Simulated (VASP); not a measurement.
Input of a VASP 6.6.1 run:

POSCAR

```
C
1.0
    2.5031953710      0.0000000000      0.0000000000
   -1.2515976855      2.1678307819      0.0000000000
    0.0000000000      0.0000000000      4.1688692747
C
4
Direct
    0.3333333333      0.6666666667      0.0002313176
    0.6666666667      0.3333333333      0.5002313176
    0.3333333333      0.6666666667      0.3747686824
    0.6666666667      0.3333333333      0.8747686824
```

INCAR.step1

```
SYSTEM = C
ALGO = Normal
EDIFF = 1E-4
ENCUT = 520
GGA = PE
ISMEAR = -1
LASPH = .TRUE.
LCHARG = .FALSE.
LREAL = .FALSE.
LWAVE = .TRUE.
NBANDS = 16
NELM = 80
PREC = Accurate
SIGMA = 0.02
```

The input INCAR.step2:

```
SYSTEM = C
ALGO = Normal
EDIFF = 1E-7
ENCUT = 520
ISIF = 2
ISMEAR = -1
ISTART = 1
LASPH = .TRUE.
LCHARG = .TRUE.
LELF = .TRUE.
LMIXTAU = .TRUE.
LREAL = .FALSE.
LVHAR = .TRUE.
LWAVE = .FALSE.
METAGGA = R2SCAN
NBANDS = 16
NELM = 80
PREC = Accurate
SIGMA = 0.02
```

File KPOINTS:

```
k-points
0
G
  12 12 6
  0 0 0
```

Potentials or basis: VASP PAW PBE potentials, release 64 (C).

Command:

```sh
$ cat potpaw_PBE.64/C/POTCAR > POTCAR
$ cp INCAR.step1 INCAR
$ mpirun -np 1 vasp_std > vasp.out
$ cp INCAR.step2 INCAR
$ mpirun -np 1 vasp_std > vasp.out
```

(1) Estimate the largest force.

(2) What does it give for the band gap on the k mesh?

(3) What does it give for the pressure?

Answers

(1) 0.010 eV/Å.

(2) 3.56 eV (least direct gap 5.19 eV).

(3) 1.1 GPa.

Caveat: the PAW data sets were made with another functional, which shifts forces and pressure a little.
